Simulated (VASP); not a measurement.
# Ag (Fm-3m) in VASP: single point with PBE

Aim: the single point of Ag with PBE.

Everything below comes from runs of VASP 6.6.1. Logs are shortened: lines on timing, memory, paths and dates and some standing lists are left out, and cuts for length are marked.

### Step 1. The cell of the first run

Symmetry: Fm-3m, No. 225, cubic system. Conventional cell: a = 4.148 Å, b = 4.148 Å, c = 4.148 Å, α = 90.00°, β = 90.00°, γ = 90.00°. Within 3.9 Å of Ag (site symmetry m-3m) lie 12 Ag at 2.93 Å.

### Step 2. Single point, PBE

INCAR reads:

```
SYSTEM = Ag
ALGO = Normal ; EDIFF = 1E-6
ENCUT = 500 ; GGA = PE
GGA_COMPAT = .False. ; ISIF = 2
ISMEAR = 0 ; LASPH = .True.
LCHARG = .False. ; LREAL = .False.
LWAVE = .False. ; NBANDS = 12
NELM = 120 ; PREC = Accurate
SIGMA = 0.1
```

KPOINTS reads:

```
k-points
0
Gamma
  22 22 22
  0 0 0
```

POSCAR reads:

```
Ag
1.0
    0.0000000000      2.0739234383      2.0739234383
    2.0739234383      0.0000000000      2.0739234383
    2.0739234383      2.0739234383      0.0000000000
Ag
1
Direct
    0.0000000000      0.0000000000      0.0000000000
```

Potentials or basis: VASP PAW PBE potentials, release 64 (Ag).

The run is started by

```sh
$ cat potpaw_PBE.64/Ag/POTCAR > POTCAR
$ mpirun -np 1 vasp_std > vasp.out
```

OUTCAR:

```text
SYSTEM = Ag
   EDIFF = 1E-6
   ENCUT = 500
   GGA = PE
   ISIF = 2
   ISMEAR = 0
   LASPH = .True.
   LREAL = .False.
   NELM = 120
   PREC = Accurate

 ion  position               nearest neighbor table
   1  0.000  0.000  0.000-

  LATTYP: Found a face centered cubic cell.
 ALAT       =     4.1478468766

  Lattice vectors:

 A1 = (   0.0000000000,   2.0739234383,   2.0739234383)
 A2 = (   2.0739234383,   0.0000000000,   2.0739234383)
 A3 = (   2.0739234383,   2.0739234383,   0.0000000000)

Analysis of symmetry for initial positions (statically):
=====================================================================
 Subroutine PRICEL returns:
 Original cell was already a primitive cell.

 Routine SETGRP: Setting up the symmetry group for a
 face centered cubic supercell.

 Subroutine GETGRP returns: Found 48 space group operations
 (whereof 48 operations were pure point group operations)
 out of a pool of 48 trial point group operations.

The static configuration has the point symmetry O_h .

Analysis of symmetry for dynamics (positions and initial velocities):
=====================================================================
 Subroutine PRICEL returns:
 Original cell was already a primitive cell.

 Routine SETGRP: Setting up the symmetry group for a
 face centered cubic supercell.

 Subroutine GETGRP returns: Found 48 space group operations
 (whereof 48 operations were pure point group operations)
 out of a pool of 48 trial point group operations.

The dynamic configuration has the point symmetry O_h .

 Subroutine INISYM returns: Found 48 space group operations
 (whereof 48 operations are pure point group operations),
 and found     1 'primitive' translations

----------------------------------------------------------------------------------------

                                     Primitive cell

  volume of cell :      17.8405

  direct lattice vectors                    reciprocal lattice vectors
     0.000000000  2.073923438  2.073923438    -0.241088938  0.241088938  0.241088938
     2.073923438  0.000000000  2.073923438     0.241088938 -0.241088938  0.241088938
     2.073923438  2.073923438  0.000000000     0.241088938  0.241088938 -0.241088938

  length of vectors
     2.932970654  2.932970654  2.932970654     0.417578290  0.417578290  0.417578290

  position of ions in fractional coordinates (direct lattice)
     0.000000000  0.000000000  0.000000000

  ion indices of the primitive-cell ions
   primitive index   ion index
                 1           1

----------------------------------------------------------------------------------------

 KPOINTS: k-points

Automatic generation of k-mesh.
 Grid dimensions read from file:
 generate k-points for:   22   22   22

 Generating k-lattice:

  Cartesian coordinates                     Fractional coordinates (reciprocal lattice)
    -0.010958588  0.010958588  0.010958588     0.045454545  0.000000000  0.000000000
     0.010958588 -0.010958588  0.010958588     0.000000000  0.045454545  0.000000000
     0.010958588  0.010958588 -0.010958588     0.000000000  0.000000000  0.045454545

  Length of vectors
     0.018980831  0.018980831  0.018980831

  Shift w.r.t. Gamma in fractional coordinates (k-lattice)
     0.000000000  0.000000000  0.000000000

 Subroutine IBZKPT returns following result:
 ===========================================

 Found    328 irreducible k-points:

 Following reciprocal coordinates:
            Coordinates               Weight
  0.000000  0.000000  0.000000      1.000000
  0.045455  0.000000  0.000000      8.000000
  0.090909  0.000000  0.000000      8.000000
  0.136364  0.000000  0.000000      8.000000
  0.181818  0.000000  0.000000      8.000000
  0.227273  0.000000  0.000000      8.000000
[... 16 lines left out ...]
  0.500000  0.045455  0.000000     24.000000
 -0.454545  0.045455  0.000000     24.000000
 [... further k-points ...]
   k-points           NKPTS =    328   k-points in BZ     NKDIM =    328   number of bands    NBANDS=     12
   number of dos      NEDOS =    301   number of ions     NIONS =      1
   total plane-waves  NPLWV =  13824
   dimension x,y,z NGX =    24 NGY =   24 NGZ =   24
   dimension x,y,z NGXF=    48 NGYF=   48 NGZF=   48
   ions per type =               1
   NGX,Y,Z   is equivalent  to a cutoff of  13.60, 13.60, 13.60 a.u.
   NGXF,Y,Z  is equivalent  to a cutoff of  27.21, 27.21, 27.21 a.u.
 SYSTEM =  Ag
   PREC   = accura    normal or accurate (medium, high low for compatibility)
   ISTART =      0    job   : 0-new  1-cont  2-samecut
   ICHARG =      2    charge: 1-file 2-atom 10-const
   ISPIN  =      1    spin polarized calculation?
   LNONCOLLINEAR =      F non collinear calculations
   LSORBIT =      F    spin-orbit coupling
   LASPH  =      T    aspherical Exc in radial PAW
   ENCUT  =  500.0 eV  36.75 Ry    6.06 a.u.   5.35  5.35  5.35*2*pi/ulx,y,z
   NELM   =    120;   NELMIN=  2; NELMDL= -5     # of ELM steps
   EDIFF  = 0.1E-05   stopping-criterion for ELM
   LREAL  =      F    real-space projection
   EDIFFG = 0.1E-04   stopping-criterion for IOM
   NSW    =      0    number of steps for IOM
   IBRION =     -1    ionic relax: 0-MD 1-quasi-New 2-CG
   NFREE  =      0    steps in history (QN), initial steepest desc. (CG)
   ISIF   =      2    stress and relaxation
   ISYM   =      2    0-nonsym 1-usesym 2-fastsym
   POTIM  = 0.5000    time-step for ionic-motion
   TEBEG  =    0.0;   TEEND  =   0.0 temperature during run
   PSTRESS=    0.0 pullay stress
   NELECT =      11.0000    total number of electrons
   NUPDOWN=      -1.0000    fix difference up-down
   EMIN   =  10.00;   EMAX   =-10.00  energy-range for DOS
   EFERMI =   0.00;   METHOD = LEGACY
   ISMEAR =     0;   SIGMA  =   0.10  broadening in eV -4-tet -1-fermi 0-gaus
   EFERMI_NEDOS =   21; number of points for ismear=-14 and -15
   IALGO  =     38    algorithm
   IMIX   =      4    mixing-type and parameters
     AMIX     =   0.40;   BMIX     =  1.00
     AMIX_MAG =   1.60;   BMIX_MAG =  1.00
  volume/ion in A,a.u.               =      17.84       120.39
  Fermi-wavevector in a.u.,A,eV,Ry     =   1.393380  2.633107 26.415830  1.941509
  Thomas-Fermi vector in A             =   2.517032
   LORBIT       =      0    0 simple, 1 ext, 2 COOP (PROOUT), +10 PAW based schemes
   GGA     = PE    functional components
   LHFCALC =     F    Hartree Fock is set to
   AEXX    =    0.0000 exact exchange contribution
   IVDW    =     0    specifies the selected vdW correction
   LEPSILON=     F    determine dielectric tensor
   LRPA    =     F    only Hartree local field effects (RPA)
 non-spin polarized calculation
 Gauss-broadening in eV      SIGMA  =   0.10
  energy-cutoff  :      500.00
  volume of cell :       17.84
 maximum number of plane-waves:       467
 NGX is ok and might be reduce to    24
   NGX = 11   NGY = 11   NGZ = 11

 number of electron      11.0000000 magnetization

 Free energy of the ion-electron system (eV)
  ---------------------------------------------------
  ext. energy  EPLUGINS =         0.00000000
  ---------------------------------------------------
  free energy    TOTEN  =        -2.72046415 eV

  energy without entropy =       -2.71954877  energy(sigma->0) =       -2.72000646

 E-fermi :   7.8551     XC(G=0): -11.9412

 val. band max:        7.8207031009   @ k =   0.5000   0.2727   0.0909
 cond. band min:       7.8859481579   @ k =   0.5000   0.3636   0.1364
 fundamental gap:      0.0652450571
 Fermi energy:         7.8550990121

 k-point     1 :       0.0000    0.0000    0.0000
  band No.  band energies     occupation
      1       0.3756      2.00000
      2       3.1691      2.00000
      3       3.1691      2.00000
      4       3.1691      2.00000
      5       4.1227      2.00000
      6       4.1227      2.00000
      7      23.7357      0.00000
      8      27.0459      0.00000
      9      27.0459      0.00000
     10      27.0459      0.00000
     11      31.7457      0.00000
     12      32.6054      0.00000

 k-point     2 :       0.0455    0.0000    0.0000
  band No.  band energies     occupation
      1       0.4382      2.00000
      2       3.1551      2.00000
      3       3.1860      2.00000
      4       3.1860      2.00000
      5       4.1162      2.00000
      6       4.1162      2.00000
      7      23.7431      0.00000
      8      26.4495      0.00000
      9      27.0630      0.00000
     10      27.0630      0.00000
     11      31.8415      0.00000
     12      32.5491      0.00000

 k-point     3 :       0.0909    0.0000    0.0000
  band No.  band energies     occupation
      1       0.6217      2.00000
      2       3.1195      2.00000
      3       3.2325      2.00000
      4       3.2325      2.00000
      5       4.1010      2.00000
      6       4.1010      2.00000
      7      23.6304      0.00000
      8      25.2917      0.00000
      9      27.1048      0.00000
     10      27.1048      0.00000
     11      31.2528      0.00000
     12      32.3470      0.00000
[... 286 lines left out ...]
 k-point    23 :       0.5000    0.0455    0.0000
  band No.  band energies     occupation
      1       1.7323      2.00000
      2       3.1294      2.00000
      3       3.1800      2.00000
      4       4.7303      2.00000
      5       4.8595      2.00000
      6       7.6526      1.99581
      7      11.2556      0.00000
      8      22.9178      0.00000
      9      24.8652      0.00000
     10      24.9554      0.00000
     11      30.2729      0.00000
     12      30.3206      0.00000

 k-point    24 :      -0.4545    0.0455    0.0000
  band No.  band energies     occupation
      1       1.7368      2.00000
      2       3.1366      2.00000
      3       3.1797      2.00000
      4       4.7456      2.00000
      5       4.8203      2.00000
      6       7.4966      2.00000
      7      11.4503      0.00000
      8      22.9190      0.00000
      9      24.7114      0.00000
     10      25.2099      0.00000
     11      30.1683      0.00000
     12      30.3731      0.00000

 [... further k-points ...]
[... 5 lines left out ...]
  --------------------------------------------------------------------------------------
  -------------------------------------------------------------------------------------
  Total       -0.0104682     -0.0104682     -0.0104682     -0.0000000      0.0000000      0.0000000
  in kB       -0.9401008     -0.9401008     -0.9401008     -0.0000000      0.0000000      0.0000000
  external PRESSURE =      -0.9401008 kB  Pullay stress =       0.0000000 kB

 VOLUME and BASIS-vectors are now :
 -----------------------------------------------------------------------------
  energy-cutoff  :      500.00
  volume of cell :       17.84
      direct lattice vectors                 reciprocal lattice vectors
     0.000000000  2.073923438  2.073923438    -0.241088938  0.241088938  0.241088938
     2.073923438  0.000000000  2.073923438     0.241088938 -0.241088938  0.241088938
     2.073923438  2.073923438  0.000000000     0.241088938  0.241088938 -0.241088938

 POSITION                                       TOTAL-FORCE (eV/Angst)
 -----------------------------------------------------------------------------------
      0.00000      0.00000      0.00000        -0.000000      0.000000      0.000000
 -----------------------------------------------------------------------------------
    total drift:                               -0.000000     -0.000000     -0.000000

  FREE ENERGIE OF THE ION-ELECTRON SYSTEM (eV)
  ---------------------------------------------------
  free  energy   TOTEN  =        -2.7204641463 eV

  energy  without entropy=       -2.7195487669  energy(sigma->0) =       -2.72000646
```

Wall time 96 s (1 thread of AMD EPYC 7R43 (Zen 3), shared host); peak memory 0.15 GiB.

Results:

* Free energy: -2.7205 eV
* Pressure: -0.1 GPa
* Band gap on the k mesh: zero (an odd number of electrons rules out a gap without spin polarisation)

The gap in the log of VASP goes by the Fermi energy; the results here count the filled bands.